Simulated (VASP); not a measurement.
# TiC (Fm-3m) in VASP: further runs, part 2 of 2

VASP 6.6.1. Earlier steps stand in the parts before.

### Step 3. Single point, LDA (volume scaled by 1.04)

INCAR reads:

```
SYSTEM = TiC
ALGO     = Normal         ! electronic algorithm
EDIFF    = 1E-6           ! SCF threshold, eV
ENCUT    = 520            ! plane-wave cutoff, eV
GGA      = CA             ! functional
ISIF     = 2              ! what is computed and relaxed
ISMEAR   = -1             ! smearing method
LASPH    = .True.         ! aspherical terms in the spheres
LCHARG   = .False.        ! write CHGCAR
LREAL    = .False.        ! projectors in reciprocal space
LWAVE    = .False.        ! write WAVECAR
NBANDS   = 15             ! bands
NELM     = 80             ! most SCF steps
PREC     = Accurate       ! precision mode
SIGMA    = 0.05           ! smearing width, eV
```

KPOINTS reads:

```
k-points
0
Gamma
  11 11 11
  0 0 0
```

POSCAR reads:

```
TiC
1.0
    0.0000000000      2.1942184125      2.1942184125
    2.1942184125      0.0000000000      2.1942184125
    2.1942184125      2.1942184125      0.0000000000
Ti C
1 1
Direct
    0.0000000000      0.0000000000      0.0000000000
    0.5000000000      0.5000000000      0.5000000000
```

Potentials or basis: VASP PAW LDA potentials, release 64 (Ti_sv, C).

Command:

```sh
$ cat potpaw_LDA.64/Ti_sv/POTCAR potpaw_LDA.64/C/POTCAR > POTCAR
$ mpirun -np 1 vasp_std > vasp.out
```

It took 13 s on 1 thread of Intel Xeon Platinum 8488C (Sapphire Rapids), shared host; peak memory 0.13 GiB.

Results (log left out):

| Quantity | Value |
| --- | --- |
| Free energy | -20.4228 eV |
| Pressure | -20.4 GPa |
| Band gap on the k mesh | zero (band 8 reaches 9.39 eV, above the bottom of band 9 at 8.37 eV) |

Levels at points of the mesh, in eV from the Fermi level:
| k point | band 4 | band 5 | band 6 | band 7 | band 8 | band 9 | band 10 | band 11 | band 12 | band 13 |
| --- | --- | --- | --- | --- | --- | --- | --- | --- | --- | --- |
| (0.00, 0.00, 0.00) | -32.46 | -12.07 | 0.57 | 0.57 | 0.57 | 1.59 | 1.59 | 1.60 | 1.60 | 1.60 |

Caveat: the cell differs from its parent crystal (volume scaled by 1.04).

### Step 4. Single point, LDA (volume scaled by 1.06)

INCAR reads:

```
  ALGO = Normal
  EDIFF = 1E-6
  ENCUT = 520
  ISIF = 2
  ISMEAR = -1
  LASPH = True
  LCHARG = True
  LELF = True
  LREAL = False
  LVHAR = True
  LWAVE = False
  NBANDS = 15
  NELM = 80
  PREC = Accurate
  SIGMA = 0.05
```

KPOINTS reads:

```
k-points
0
Gamma
  11 11 11
```

POSCAR reads:

```
TiC
1.0
    0.0000000000      2.2081947028      2.2081947028
    2.2081947028      0.0000000000      2.2081947028
    2.2081947028      2.2081947028      0.0000000000
Ti C
1 1
Direct
    0.0000000000      0.0000000000      0.0000000000
    0.5000000000      0.5000000000      0.5000000000
```

Command:

```sh
$ cat potpaw_LDA.64/Ti_sv/POTCAR potpaw_LDA.64/C/POTCAR > POTCAR
$ mpirun -np 1 vasp_std > vasp.out
```

It took 10 s on 1 thread of Intel Xeon Platinum 8488C (Sapphire Rapids), shared host; peak memory 0.13 GiB.

Results (log left out):

```
Free energy            : -20.3671 eV
Pressure               : -24.0 GPa
Band gap on the k mesh : zero (band 8 reaches 9.16 eV, above the bottom of band 9 at 8.15 eV)
```

Levels at points of the mesh, in eV from the Fermi level:
| k point | band 5 | band 6 | band 7 | band 8 | band 9 | band 10 | band 11 | band 12 |
| --- | --- | --- | --- | --- | --- | --- | --- | --- |
| (0.00, 0.00, 0.00) | -11.98 | 0.56 | 0.56 | 0.56 | 1.55 | 1.55 | 1.58 | 1.58 |

Caveat: the cell differs from its parent crystal (volume scaled by 1.06).

### Step 5. Single point, RPBE+D3(BJ)

This run uses another cell than the first one, of 8.88 Å³/atom, 0.857 times its volume.

INCAR reads:

```
SYSTEM = TiC
PREC = Accurate
ENCUT = 520
EDIFF = 1E-6
ISMEAR = -1
SIGMA = 0.05
LREAL = .False.
LASPH = .True.
NELM = 60
ALGO = Normal
ISIF = 2
LWAVE = .False.
LCHARG = .True.
GGA = RP
IVDW = 12
LELF = .True.
LVHAR = .True.
NBANDS = 15
```

KPOINTS reads:

```
regular mesh
0
Gamma
  11 11 11
  0 0 0
```

POSCAR reads:

```
TiC
1.0
    0.0000000000      2.0707012605      2.0707012605
    2.0707012605      0.0000000000      2.0707012605
    2.0707012605      2.0707012605      0.0000000000
Ti C
1 1
Direct
    0.0000000000      0.0000000000      0.0000000000
    0.5000000000      0.5000000000      0.5000000000
```

Potentials or basis: VASP PAW PBE potentials, release 64 (Ti_sv, C).

Command:

```sh
$ cat potpaw_PBE.64/Ti_sv/POTCAR potpaw_PBE.64/C/POTCAR > POTCAR
$ mpirun -np 1 vasp_std > vasp.out
```

OUTCAR:

```text
SYSTEM = TiC
   PREC = Accurate
   ENCUT = 520
   EDIFF = 1E-6
   ISMEAR = -1
   LREAL = .False.
   LASPH = .True.
   NELM = 60
   ISIF = 2
   GGA = RP
   IVDW = 12
 IVDW          = 12

 ion  position               nearest neighbor table
   1  0.000  0.000  0.000-   2 2.07   2 2.07   2 2.07   2 2.07   2 2.07   2 2.07
   2  0.500  0.500  0.500-   1 2.07   1 2.07   1 2.07   1 2.07   1 2.07   1 2.07

  LATTYP: Found a face centered cubic cell.
 ALAT       =     4.1414025210

  Lattice vectors:

[... 620 lines left out ...]

 Edisp (eV)   -5.26531

 E8    (eV) :    -3.4327

  FORCE on cell =-STRESS in cart. coord.  units (eV):
  Direction    XX          YY          ZZ          XY          YZ          ZX
  --------------------------------------------------------------------------------------
  -------------------------------------------------------------------------------------
  Total      -0.01841    -0.01841    -0.01841     0.00000     0.00000    -0.00000
  in kB      -1.66104    -1.66104    -1.66104     0.00000     0.00000    -0.00000
  external pressure =       -1.66 kB  Pullay stress =        0.00 kB

 VOLUME and BASIS-vectors are now :
 -----------------------------------------------------------------------------
  energy-cutoff  :      520.00
  volume of cell :       17.76
      direct lattice vectors                 reciprocal lattice vectors
     0.000000000  2.070701260  2.070701260    -0.241464092  0.241464092  0.241464092
     2.070701260  0.000000000  2.070701260     0.241464092 -0.241464092  0.241464092
     2.070701260  2.070701260  0.000000000     0.241464092  0.241464092 -0.241464092

 POSITION                                       TOTAL-FORCE (eV/Angst)
 -----------------------------------------------------------------------------------
      0.00000      0.00000      0.00000        -0.000000      0.000000     -0.000000
      2.07070      2.07070      2.07070         0.000000     -0.000000      0.000000
 -----------------------------------------------------------------------------------
    total drift:                                0.000000     -0.000000     -0.000000

  FREE ENERGIE OF THE ION-ELECTRON SYSTEM (eV)
  ---------------------------------------------------
  free  energy   TOTEN  =       -22.6616171278 eV

  energy  without entropy=      -22.6588365937  energy(sigma->0) =      -22.66022686
```

OSZICAR:

```text
N       E                     dE             d eps       ncg     rms          rms(c)
DAV:   1     0.119679341339E+03    0.11968E+03   -0.79118E+03  1695   0.131E+03
DAV:   2    -0.152800539720E+02   -0.13496E+03   -0.12598E+03  1848   0.340E+02
DAV:   3    -0.222973987664E+02   -0.70173E+01   -0.69385E+01  2069   0.767E+01
DAV:   4    -0.224983036755E+02   -0.20090E+00   -0.20065E+00  2125   0.119E+01
DAV:   5    -0.225055271171E+02   -0.72234E-02   -0.72227E-02  2087   0.185E+00    0.215E+01
DAV:   6    -0.176657071118E+02    0.48398E+01   -0.10165E+01  2399   0.565E+01    0.642E+00
DAV:   7    -0.173841651175E+02    0.28154E+00   -0.14441E+00  1892   0.172E+01    0.602E+00
DAV:   8    -0.173910229039E+02   -0.68578E-02   -0.12527E-01  2116   0.513E+00    0.134E+00
DAV:   9    -0.173981824152E+02   -0.71595E-02   -0.29739E-02  2213   0.156E+00    0.871E-01
DAV:  10    -0.173968126328E+02    0.13698E-02   -0.32906E-03  2096   0.806E-01    0.482E-01
DAV:  11    -0.173963366460E+02    0.47599E-03   -0.11370E-03  1862   0.559E-01    0.464E-02
DAV:  12    -0.173963107999E+02    0.25846E-04   -0.11271E-04  1855   0.157E-01    0.101E-02
DAV:  13    -0.173963108884E+02   -0.88509E-07   -0.45039E-06  2068   0.249E-02
   1 F= -.22661617E+02 E0= -.22660227E+02  d E =-.278053E-02
```

Run time: 18 s. Hardware: 1 thread of AMD EPYC 7R43 (Zen 3), shared host; peak memory 0.12 GiB.

What came out:

```
Free energy                : -22.6616 eV
Pressure                   : -0.2 GPa
Band gap on the k mesh     : zero (band 8 reaches 11.93 eV, above the bottom of band 9 at 10.77 eV)
Dispersion energy per atom : -2.633 eV
```

Caveat: the PAW data sets were made with another functional, which shifts forces and pressure a little; pairwise dispersion overbinds metals, which lowers pressure and volume.

### Step 6. Single point, PBEsol+D3(BJ)

This run uses another cell than the first one, of 9.64 Å³/atom, 0.931 times its volume.

INCAR reads:

```
PREC     = Accurate       # precision mode
ENCUT    = 520            # plane-wave cutoff, eV
EDIFF    = 1E-7           # SCF threshold, eV
ISMEAR   = -1             # smearing method
SIGMA    = 0.05           # smearing width, eV
LREAL    = False          # projectors in reciprocal space
LASPH    = True           # aspherical terms in the spheres
NELM     = 60             # most SCF steps
ALGO     = Normal         # electronic algorithm
ISIF     = 2              # what is computed and relaxed
LWAVE    = False          # write WAVECAR
LCHARG   = False          # write CHGCAR
GGA      = PS             # functional
IVDW     = 12             # dispersion correction
NBANDS   = 15             # bands
```

KPOINTS reads:

```
Automatic mesh
0
Gamma
  11 11 11
```

POSCAR reads:

```
TiC
1.0
    0.0000000000      2.1283930496      2.1283930496
    2.1283930496      0.0000000000      2.1283930496
    2.1283930496      2.1283930496      0.0000000000
Ti C
1 1
Direct
    0.0000000000      0.0000000000      0.0000000000
    0.5000000000      0.5000000000      0.5000000000
```

Potentials or basis: VASP PAW PBE potentials, release 64 (Ti_sv, C).

Command:

```sh
$ cat potpaw_PBE.64/Ti_sv/POTCAR potpaw_PBE.64/C/POTCAR > POTCAR
$ mpirun -np 1 vasp_std > vasp.out
```

Run time: 19 s. Hardware: 1 thread of AMD EPYC 7R43 (Zen 3), shared host; peak memory 0.12 GiB.

The run converged. Its results:

```yaml
Free_energy: -20.6518 eV
Pressure: 0.3 GPa
Band_gap_on_the_k_mesh: zero (band 8 reaches 10.60 eV, above the bottom of band 9 at 9.51 eV)
Dispersion_energy_per_atom: -0.430 eV
```

Levels at points of the mesh, in eV from the Fermi level:
```
           k point  band 4  band 5  band 6  band 7  band 8  band 9  band 10  band 11  band 12  band 13
(0.00, 0.00, 0.00)  -32.34  -12.67    0.61    0.61    0.61    1.71     1.71     1.71     1.77     1.77
```

Caveat: the PAW data sets were made with another functional, which shifts forces and pressure a little; pairwise dispersion overbinds metals, which lowers pressure and volume.

### Step 7. The runs side by side

| level | potentials or basis | cell | gap on the mesh (eV) | pressure (GPa) |
| --- | --- | --- | --- | --- |
| LDA | VASP PAW LDA potentials, release 64 (Ti_sv, C) | a = 3.083 Å, angles 60.0°, 2 atoms | none | -16.3 |
| LDA | VASP PAW LDA potentials, release 64 (Ti_sv, C) | a = 3.103 Å, angles 60.0°, 2 atoms | none | -20.4 |
| LDA | VASP PAW LDA potentials, release 64 (Ti_sv, C) | a = 3.123 Å, angles 60.0°, 2 atoms | none | -24.0 |
| RPBE+D3(BJ) | VASP PAW PBE potentials, release 64 (Ti_sv, C) | a = 2.928 Å, angles 60.0°, 2 atoms | none | -0.2 |
| PBEsol+D3(BJ) | VASP PAW PBE potentials, release 64 (Ti_sv, C) | a = 3.010 Å, angles 60.0°, 2 atoms | none | 0.3 |

Alike in all rows: task single point; no spin polarisation; k mesh 11 × 11 × 11; cutoff (eV) 520; smearing fermi-dirac 0.05 eV.

Caveats: the PAW data sets were made with another functional, which shifts forces and pressure a little (some runs); pairwise dispersion overbinds metals, which lowers pressure and volume (some runs).

Absolute energies hang on the potentials; compare differences alone.
